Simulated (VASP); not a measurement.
ZrBiSe3:

```
Zr Bi Se
1.0
     3.87750    0.00000    0.00000
    -1.93875    3.35801    0.00000
     0.00000    0.00000   11.21010
Zr Bi Se
1 1 3
Direct
  0.66667 0.33333 0.39794
  0.00000 0.00000 0.77021
  0.00000 0.00000 0.00000
  0.33333 0.66667 0.25547
  0.00000 0.00000 0.54041
```

- Program: VASP 6.6.1
- Task: relaxation of cell and atoms
- Functional: PBE
- Dispersion: D3(BJ)
- Potentials or basis: VASP PAW PBE potentials, release 64 (Zr_sv, Bi_d, Se)
- Cutoff: 600 eV
- k mesh: 6 × 6 × 2
- Occupations: gaussian, width 0.1 eV
- Spin: no spin polarisation

At the start: pressure -1.4 GPa; volume 29.19 Å³/atom.

How do energy, volume and symmetry change on relaxing?

Over 18 steps the energy falls by 247.0 meV/atom and the volume is 27.40 Å³/atom (-6.1 %); space group P3m1 (No. 156, to 0.05 Å).

Step by step:
```tsv
step	energy change (eV)	largest force (eV/Å)	pressure (GPa)	volume (Å³)
1	0.0000	3.3346	-1.42	145.96
2	-1.1278	1.0421	-0.38	139.70
3	-1.1400	1.1382	0.24	138.72
4	-1.1989	0.3430	-0.13	139.30
5	-1.1989	0.3419	-0.13	139.30
6	-1.2089	0.2068	0.03	138.92
7	-1.2122	0.2164	0.20	138.56
8	-1.2150	0.1292	-0.36	139.26
9	-1.2150	0.1253	-0.33	139.22
10	-1.2179	0.1173	-0.22	138.84
11	-1.2220	0.0953	0.14	137.69
12	-1.2259	0.0736	0.07	137.74
13	-1.2305	0.1862	-0.07	137.84
14	-1.2339	0.0705	0.02	137.59
15	-1.2341	0.0770	0.04	137.52
16	-1.2346	0.0573	-0.14	137.61
17	-1.2346	0.0572	-0.15	137.62
18	-1.2350	0.0393	0.02	137.02
```

Final structure:
```cif
data_structure
_symmetry_space_group_name_H-M 'P 1'
_symmetry_Int_Tables_number 1
_cell_length_a 3.6148
_cell_length_b 3.6148
_cell_length_c 12.1083
_cell_angle_alpha 90.000
_cell_angle_beta 90.000
_cell_angle_gamma 120.000
_cell_volume 137.02
loop_
_atom_site_label
_atom_site_type_symbol
_atom_site_fract_x
_atom_site_fract_y
_atom_site_fract_z
_atom_site_occupancy
Zr1 Zr 0.66667 0.33333 0.38379 1
Bi1 Bi 0.00000 0.00000 0.79852 1
Se1 Se 0.00000 0.00000 0.01142 1
Se2 Se 0.33333 0.66667 0.24819 1
Se3 Se 0.00000 0.00000 0.52211 1
```
